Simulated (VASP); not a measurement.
# As in VASP: further runs

The runs below take As through single point, with LDA.

All numbers are computed with VASP 6.6.1; they aren't measurements. Logs are shortened: lines on timing, memory, paths and dates and some standing lists are left out, and cuts for length are marked.

### 1 The cell of the first run

The cell holds a slab with vacuum, 2 atoms: a = 3.633 Å, b = 3.633 Å, c = 28.000 Å, α = 90.00°, β = 90.00°, γ = 120.00°.

### 2 Single point, LDA

INCAR reads:

```
PREC = Accurate
ENCUT = 520
EDIFF = 1E-6
ISMEAR = 0
SIGMA = 0.02
LREAL = False
LASPH = True
NELM = 100
ALGO = Normal
ISIF = 2
LWAVE = False
LCHARG = False
LDIPOL = True
IDIPOL = 3
DIPOL = 0.5 0.5 0.500
GGA = CA
NBANDS = 12
```

KPOINTS reads:

```
regular mesh
0
Gamma
  9 9 1
```

POSCAR reads:

```
As
1.0
    3.6330000000      0.0000000000      0.0000000000
   -1.8165000000      3.1462702920      0.0000000000
    0.0000000000      0.0000000000     28.0000000000
As
2
Direct
    0.3333333333      0.6666666667      0.5105714286
    0.6666666667      0.3333333333      0.4894285714
```

Potentials or basis: VASP PAW LDA potentials, release 64 (As).

Launch:

```bash
$ cat potpaw_LDA.64/As/POTCAR > POTCAR
$ mpirun -np 1 vasp_std > vasp.out
```

OUTCAR:

```text
PREC = Accurate
   ENCUT = 520
   EDIFF = 1E-6
   ISMEAR = 0
   LREAL = False
   LASPH = True
   NELM = 100
   ISIF = 2
   GGA = CA

 ion  position               nearest neighbor table
   1  0.333  0.667  0.511-   2 2.18   2 2.18   2 2.18
   2  0.667  0.333  0.489-   1 2.18   1 2.18   1 2.18

  LATTYP: Found a hexagonal cell.
 ALAT       =     3.6330000000
 C/A-ratio  =     7.7071290944

  Lattice vectors:

 A1 = (   3.6330000000,   0.0000000000,   0.0000000000)
 A2 = (  -1.8165000000,   3.1462702920,   0.0000000000)
 A3 = (   0.0000000000,   0.0000000000,  28.0000000000)

Analysis of symmetry for initial positions (statically):
=====================================================================
 Subroutine PRICEL returns:
 Original cell was already a primitive cell.

 Routine SETGRP: Setting up the symmetry group for a
 hexagonal supercell.

 Subroutine GETGRP returns: Found 12 space group operations
 (whereof 12 operations were pure point group operations)
 out of a pool of 24 trial point group operations.

The static configuration has the point symmetry D_3d.

Analysis of symmetry for dynamics (positions and initial velocities):
=====================================================================
 Subroutine PRICEL returns:
 Original cell was already a primitive cell.

 Routine SETGRP: Setting up the symmetry group for a
 hexagonal supercell.

 Subroutine GETGRP returns: Found 12 space group operations
 (whereof 12 operations were pure point group operations)
 out of a pool of 24 trial point group operations.

The dynamic configuration has the point symmetry D_3d.

 Subroutine INISYM returns: Found 12 space group operations
 (whereof 12 operations are pure point group operations),
 and found     1 'primitive' translations

----------------------------------------------------------------------------------------

                                     Primitive cell

  volume of cell :     320.0512

  direct lattice vectors                    reciprocal lattice vectors
     3.633000000  0.000000000  0.000000000     0.275254611  0.158918323  0.000000000
    -1.816500000  3.146270292  0.000000000     0.000000000  0.317836647  0.000000000
     0.000000000  0.000000000 28.000000000     0.000000000  0.000000000  0.035714286

  length of vectors
     3.633000000  3.633000000 28.000000000     0.317836647  0.317836647  0.035714286

  position of ions in fractional coordinates (direct lattice)
     0.333333333  0.666666667  0.510571429
     0.666666667  0.333333333  0.489428571

  ion indices of the primitive-cell ions
   primitive index   ion index
                 1           1
                 2           2

----------------------------------------------------------------------------------------

 KPOINTS: regular mesh

Automatic generation of k-mesh.
 Grid dimensions read from file:
 generate k-points for:    9    9    1

 Generating k-lattice:

  Cartesian coordinates                     Fractional coordinates (reciprocal lattice)
     0.030583846  0.017657591  0.000000000     0.111111111 -0.000000000  0.000000000
     0.000000000  0.035315183  0.000000000     0.000000000  0.111111111  0.000000000
     0.000000000  0.000000000  0.035714286     0.000000000  0.000000000  1.000000000

  Length of vectors
     0.035315183  0.035315183  0.035714286

  Shift w.r.t. Gamma in fractional coordinates (k-lattice)
     0.000000000  0.000000000  0.000000000

 Subroutine IBZKPT returns following result:
 ===========================================

 Found     12 irreducible k-points:

 Following reciprocal coordinates:
            Coordinates               Weight
  0.000000  0.000000  0.000000      1.000000
  0.111111 -0.000000  0.000000      6.000000
  0.222222 -0.000000  0.000000      6.000000
  0.333333 -0.000000  0.000000      6.000000
  0.444444 -0.000000  0.000000      6.000000
  0.111111  0.111111  0.000000      6.000000
  0.222222  0.111111  0.000000     12.000000
  0.333333  0.111111  0.000000     12.000000
  0.444444  0.111111  0.000000      6.000000
  0.222222  0.222222  0.000000      6.000000
  0.333333  0.222222  0.000000     12.000000
  0.333333  0.333333  0.000000      2.000000
   k-points           NKPTS =     12   k-points in BZ     NKDIM =     12   number of bands    NBANDS=     12
   number of dos      NEDOS =    301   number of ions     NIONS =      2
   total plane-waves  NPLWV = 164640
   dimension x,y,z NGX =    28 NGY =   28 NGZ =  210
   dimension x,y,z NGXF=    56 NGYF=   56 NGZF=  420
   ions per type =               2
   NGX,Y,Z   is equivalent  to a cutoff of  12.81, 12.81, 12.47 a.u.
   NGXF,Y,Z  is equivalent  to a cutoff of  25.63, 25.63, 24.94 a.u.
 SYSTEM =  unknown system
   PREC   = accura    normal or accurate (medium, high low for compatibility)
   ISTART =      0    job   : 0-new  1-cont  2-samecut
   ICHARG =      2    charge: 1-file 2-atom 10-const
   ISPIN  =      1    spin polarized calculation?
   LNONCOLLINEAR =      F non collinear calculations
   LSORBIT =      F    spin-orbit coupling
   LASPH  =      T    aspherical Exc in radial PAW
   ENCUT  =  520.0 eV  38.22 Ry    6.18 a.u.   6.75  6.75 52.06*2*pi/ulx,y,z
   NELM   =    100;   NELMIN=  2; NELMDL= -5     # of ELM steps
   EDIFF  = 0.1E-05   stopping-criterion for ELM
   LREAL  =      F    real-space projection
   EDIFFG = 0.1E-04   stopping-criterion for IOM
   NSW    =      0    number of steps for IOM
   IBRION =     -1    ionic relax: 0-MD 1-quasi-New 2-CG
   NFREE  =      0    steps in history (QN), initial steepest desc. (CG)
   ISIF   =      2    stress and relaxation
   ISYM   =      2    0-nonsym 1-usesym 2-fastsym
   POTIM  = 0.5000    time-step for ionic-motion
   TEBEG  =    0.0;   TEEND  =   0.0 temperature during run
   PSTRESS=    0.0 pullay stress
   NELECT =      10.0000    total number of electrons
   NUPDOWN=      -1.0000    fix difference up-down
   EMIN   =  10.00;   EMAX   =-10.00  energy-range for DOS
   EFERMI =   0.00;   METHOD = LEGACY
   ISMEAR =     0;   SIGMA  =   0.02  broadening in eV -4-tet -1-fermi 0-gaus
   EFERMI_NEDOS =   21; number of points for ismear=-14 and -15
   IALGO  =     38    algorithm
   IMIX   =      4    mixing-type and parameters
     AMIX     =   0.40;   BMIX     =  1.00
     AMIX_MAG =   1.60;   BMIX_MAG =  1.00
  volume/ion in A,a.u.               =     160.03      1079.91
  Fermi-wavevector in a.u.,A,eV,Ry     =   0.515626  0.974392  3.617387  0.265870
  Thomas-Fermi vector in A             =   1.531163
   LORBIT       =      0    0 simple, 1 ext, 2 COOP (PROOUT), +10 PAW based schemes
   GGA     = CA    functional components
   LHFCALC =     F    Hartree Fock is set to
   AEXX    =    0.0000 exact exchange contribution
   IVDW    =     0    specifies the selected vdW correction
   LEPSILON=     F    determine dielectric tensor
   LRPA    =     F    only Hartree local field effects (RPA)
 non-spin polarized calculation
 Gauss-broadening in eV      SIGMA  =   0.02
  energy-cutoff  :      520.00
  volume of cell :      320.05
 maximum number of plane-waves:      8654
 NGX is ok and might be reduce to    28
   NGX = 13   NGY = 13   NGZ =105

 number of electron      10.0000000 magnetization

 number of electron       9.9999999 magnetization

 dipolmoment           0.000000      0.000000     -0.000000 electrons x Angstroem

 Free energy of the ion-electron system (eV)
  ---------------------------------------------------
  ext. energy  EPLUGINS =         0.00000000
  ---------------------------------------------------
  free energy    TOTEN  =        -7.87362339 eV

  energy without entropy =       -7.87158805  energy(sigma->0) =       -7.87260572

 E-fermi :  -2.9056     XC(G=0):  -1.7165

 val. band max:       -2.9196973760   @ k =   0.2222   0.1111   0.0000
 cond. band min:      -2.8928718633   @ k =   0.3333  -0.0000   0.0000
 fundamental gap:      0.0268255127
 Fermi energy:        -2.9056399302

 k-point     1 :       0.0000    0.0000    0.0000
  band No.  band energies     occupation
      1     -19.7397      2.00000
      2      -9.3345      2.00000
      3      -6.9156      2.00000
      4      -6.9156      2.00000
      5      -4.8067      2.00000
      6      -2.0390      0.00000
      7      -1.3534      0.00000
      8      -1.3534      0.00000
      9       0.9649      0.00000
     10       1.2871      0.00000
     11       1.5798      0.00000
     12       1.7387      0.00000

 k-point     2 :       0.1111   -0.0000    0.0000
  band No.  band energies     occupation
      1     -19.5715      2.00000
      2      -9.5658      2.00000
      3      -8.0954      2.00000
      4      -7.2343      2.00000
      5      -3.5925      2.00000
      6      -2.0120      0.00000
      7      -1.3235      0.00000
      8      -0.7315      0.00000
      9       1.1451      0.00000
     10       1.4024      0.00000
     11       1.6595      0.00000
     12       1.9239      0.00000

 k-point     3 :       0.2222   -0.0000    0.0000
  band No.  band energies     occupation
      1     -19.0738      2.00000
      2     -11.1967      2.00000
      3      -8.2134      2.00000
      4      -7.8682      2.00000
      5      -3.4477      2.00000
      6      -2.1459      0.00000
      7       0.1160      0.00000
      8       0.7471      0.00000
      9       1.3498      0.00000
     10       1.6912      0.00000
     11       2.1157      0.00000
     12       2.4759      0.00000
[... 106 lines left out ...]
 k-point    11 :       0.3333    0.2222    0.0000
  band No.  band energies     occupation
      1     -16.8706      2.00000
      2     -14.9782      2.00000
      3     -10.4046      2.00000
      4      -6.1969      2.00000
      5      -4.5159      2.00000
      6      -0.6088      0.00000
      7       0.5175      0.00000
      8       2.1094      0.00000
      9       2.7904      0.00000
     10       4.0444      0.00000
     11       4.5696      0.00000
     12       4.9054      0.00000

 k-point    12 :       0.3333    0.3333    0.0000
  band No.  band energies     occupation
      1     -15.9239      2.00000
      2     -15.9239      2.00000
      3     -10.8475      2.00000
      4      -5.3280      2.00000
      5      -5.3280      2.00000
      6       0.0765      0.00000
      7       1.8697      0.00000
      8       1.8697      0.00000
      9       2.8155      0.00000
     10       3.6223      0.00000
     11       3.6223      0.00000
     12       5.2739      0.00000

------------------------ aborting loop because EDIFF is reached ----------------------------------------

 vacuum level on the upper side and lower side of the slab       (xc-potential included)        -0.007        -0.007

  FORCE on cell =-STRESS in cart. coord.  units (eV):
  Direction    XX          YY          ZZ          XY          YZ          ZX
  --------------------------------------------------------------------------------------
  -------------------------------------------------------------------------------------
  Total       11.4949217     11.4949217      2.4642189      0.0000000      0.0000000     -0.0000000
  in kB       57.5436151     57.5436151     12.3358879      0.0000000      0.0000000     -0.0000000
  external PRESSURE =      42.4743727 kB  Pullay stress =       0.0000000 kB

 VOLUME and BASIS-vectors are now :
 -----------------------------------------------------------------------------
  energy-cutoff  :      520.00
  volume of cell :      320.05
      direct lattice vectors                 reciprocal lattice vectors
     3.633000000  0.000000000  0.000000000     0.275254611  0.158918323  0.000000000
    -1.816500000  3.146270292  0.000000000     0.000000000  0.317836647  0.000000000
     0.000000000  0.000000000 28.000000000     0.000000000  0.000000000  0.035714286

 POSITION                                       TOTAL-FORCE (eV/Angst)
 -----------------------------------------------------------------------------------
     -0.00000      2.09751     14.29600        -0.000000      0.000000      4.166182
      1.81650      1.04876     13.70400         0.000000     -0.000000     -4.166182
 -----------------------------------------------------------------------------------
    total drift:                               -0.000000      0.000000      0.000000

  FREE ENERGIE OF THE ION-ELECTRON SYSTEM (eV)
  ---------------------------------------------------
  free  energy   TOTEN  =        -7.8736233889 eV

  energy  without entropy=       -7.8715880458  energy(sigma->0) =       -7.87260572

 vacuum level on the upper side and lower side of the slab         1.323         1.323
```

It took 96 s on 1 thread of Intel Xeon Platinum 8375C at 2.90GHz (Ice Lake), shared host; peak memory 0.31 GiB.

What came out:

- Free energy: -7.8736 eV
- Largest force: 4.166 eV/Å
- Band gap on the k mesh: zero (band 5 reaches -2.59 eV, above the bottom of band 6 at -3.77 eV)

Forces in eV/Å, atoms in the order of the input:
```
As   0.000  0.000  4.166
As   0.000  0.000 -4.166
```

Levels at points of the mesh, in eV from the Fermi level:
| k point | band 2 | band 3 | band 4 | band 5 | band 6 | band 7 | band 8 | band 9 |
| --- | --- | --- | --- | --- | --- | --- | --- | --- |
| (0.00, 0.00, 0.00) | -6.43 | -4.01 | -4.01 | -1.90 | 0.87 | 1.55 | 1.55 | 3.87 |

### 3 Single point, LDA

Edit INCAR of step 2 so:

```diff
@@ -7,3 +7,3 @@
 LASPH = True
-NELM = 100
+NELM = 60
 ALGO = Normal
```

KPOINTS reads:

```
Automatic mesh
0
Gamma
  9 9 1
```

POSCAR reads:

```
As
1.0
    3.6330000000      0.0000000000      0.0000000000
   -1.8165000000      3.1462702920      0.0000000000
    0.0000000000      0.0000000000     28.0000000000
As
2
Direct
    0.3333333333      0.6666666667      0.5211428571
    0.6666666667      0.3333333333      0.4788571429
```

Potentials or basis: VASP PAW LDA potentials, release 64 (As).

Launch:

```bash
$ cat potpaw_LDA.64/As/POTCAR > POTCAR
$ mpirun -np 1 vasp_std > vasp.out
```

OUTCAR:

```text
PREC = Accurate
   ENCUT = 520
   EDIFF = 1E-6
   ISMEAR = 0
   LREAL = False
   LASPH = True
   NELM = 60
   ISIF = 2
   GGA = CA

 ion  position               nearest neighbor table
   1  0.333  0.667  0.521-   2 2.41   2 2.41   2 2.41
   2  0.667  0.333  0.479-   1 2.41   1 2.41   1 2.41

  LATTYP: Found a hexagonal cell.
 ALAT       =     3.6330000000
 C/A-ratio  =     7.7071290944

  Lattice vectors:

 A1 = (   3.6330000000,   0.0000000000,   0.0000000000)
 A2 = (  -1.8165000000,   3.1462702920,   0.0000000000)
 A3 = (   0.0000000000,   0.0000000000,  28.0000000000)

Analysis of symmetry for initial positions (statically):
=====================================================================
 Subroutine PRICEL returns:
 Original cell was already a primitive cell.

 Routine SETGRP: Setting up the symmetry group for a
 hexagonal supercell.

 Subroutine GETGRP returns: Found 12 space group operations
 (whereof 12 operations were pure point group operations)
 out of a pool of 24 trial point group operations.

The static configuration has the point symmetry D_3d.

Analysis of symmetry for dynamics (positions and initial velocities):
=====================================================================
[... 321 lines left out ...]
  band No.  band energies     occupation
      1     -15.0478      2.00000
      2     -15.0478      2.00000
      3      -9.5903      2.00000
      4      -6.2822      2.00000
      5      -6.2822      2.00000
      6      -1.9398      0.00000
      7       0.7028      0.00000
      8       0.7028      0.00000
      9       3.4004      0.00000
     10       3.7516      0.00000
     11       3.7516      0.00000
     12       4.8255      0.00000

------------------------ aborting loop because EDIFF is reached ----------------------------------------

 vacuum level on the upper side and lower side of the slab       (xc-potential included)        -0.113        -0.113

  FORCE on cell =-STRESS in cart. coord.  units (eV):
  Direction    XX          YY          ZZ          XY          YZ          ZX
  --------------------------------------------------------------------------------------
  -------------------------------------------------------------------------------------
  Total        0.0350133      0.0350133      2.7572547      0.0000000      0.0000000     -0.0000000
  in kB        0.1752766      0.1752766     13.8028259      0.0000000      0.0000000     -0.0000000
  external PRESSURE =       4.7177930 kB  Pullay stress =       0.0000000 kB

 VOLUME and BASIS-vectors are now :
 -----------------------------------------------------------------------------
  energy-cutoff  :      520.00
  volume of cell :      320.05
      direct lattice vectors                 reciprocal lattice vectors
     3.633000000  0.000000000  0.000000000     0.275254611  0.158918323  0.000000000
    -1.816500000  3.146270292  0.000000000     0.000000000  0.317836647  0.000000000
     0.000000000  0.000000000 28.000000000     0.000000000  0.000000000  0.035714286

 POSITION                                       TOTAL-FORCE (eV/Angst)
 -----------------------------------------------------------------------------------
     -0.00000      2.09751     14.59200        -0.000000      0.000000      2.323242
      1.81650      1.04876     13.40800         0.000000      0.000000     -2.323242
 -----------------------------------------------------------------------------------
    total drift:                               -0.000000     -0.000000     -0.000000

  FREE ENERGIE OF THE ION-ELECTRON SYSTEM (eV)
  ---------------------------------------------------
  free  energy   TOTEN  =       -10.2139448595 eV

  energy  without entropy=      -10.2139448595  energy(sigma->0) =      -10.21394486

 vacuum level on the upper side and lower side of the slab         1.398         1.398
```

OSZICAR:

```text
N       E                     dE             d eps       ncg     rms          rms(c)
DAV:   1     0.660476836232E+02    0.66048E+02   -0.26901E+03   288   0.521E+02
DAV:   2    -0.277360832778E+01   -0.68821E+02   -0.59124E+02   432   0.891E+01
DAV:   3    -0.102304067963E+02   -0.74568E+01   -0.74096E+01   448   0.394E+01
DAV:   4    -0.103591122915E+02   -0.12871E+00   -0.12866E+00   364   0.588E+00
DAV:   5    -0.103611475179E+02   -0.20352E-02   -0.20352E-02   392   0.710E-01    0.405E+00
DAV:   6    -0.102576735326E+02    0.10347E+00   -0.57523E-02   356   0.111E+00    0.244E+00
DAV:   7    -0.102141874447E+02    0.43486E-01   -0.11331E-01   348   0.154E+00    0.165E-01
DAV:   8    -0.102137982992E+02    0.38915E-03   -0.77726E-03   312   0.491E-01    0.713E-02
DAV:   9    -0.102138611650E+02   -0.62866E-04   -0.23782E-04   372   0.863E-02    0.238E-02
DAV:  10    -0.102138979160E+02   -0.36751E-04   -0.37260E-05   372   0.322E-02    0.118E-02
DAV:  11    -0.102139228667E+02   -0.24951E-04   -0.90545E-06   340   0.129E-02    0.917E-03
DAV:  12    -0.102139446813E+02   -0.21815E-04   -0.78435E-06   340   0.116E-02    0.791E-03
DAV:  13    -0.102139448595E+02   -0.17818E-06   -0.62410E-07   312   0.397E-03
   1 F= -.10213945E+02 E0= -.10213945E+02  d E =-.232631E-16
```

It took 57 s on 1 thread of Intel Xeon Platinum 8375C at 2.90GHz (Ice Lake), shared host; peak memory 0.31 GiB.

What came out:

- Free energy: -10.2139 eV
- Largest force: 2.323 eV/Å
- Band gap on the k mesh: 0.72 eV, indirect (least direct gap 0.82 eV)

Forces in eV/Å, atoms in the order of the input:
```
As   0.000  0.000  2.323
As   0.000  0.000 -2.323
```

Levels at points of the mesh, in eV from the valence-band top:
| k point | band 2 | band 3 | band 4 | band 5 | band 6 | band 7 | band 8 | band 9 |
| --- | --- | --- | --- | --- | --- | --- | --- | --- |
| (0.00, 0.00, 0.00) | -6.83 | -1.17 | -1.17 | -0.10 | 0.72 | 2.95 | 2.95 | 4.96 |

(Part 1 of 2 ends here.)
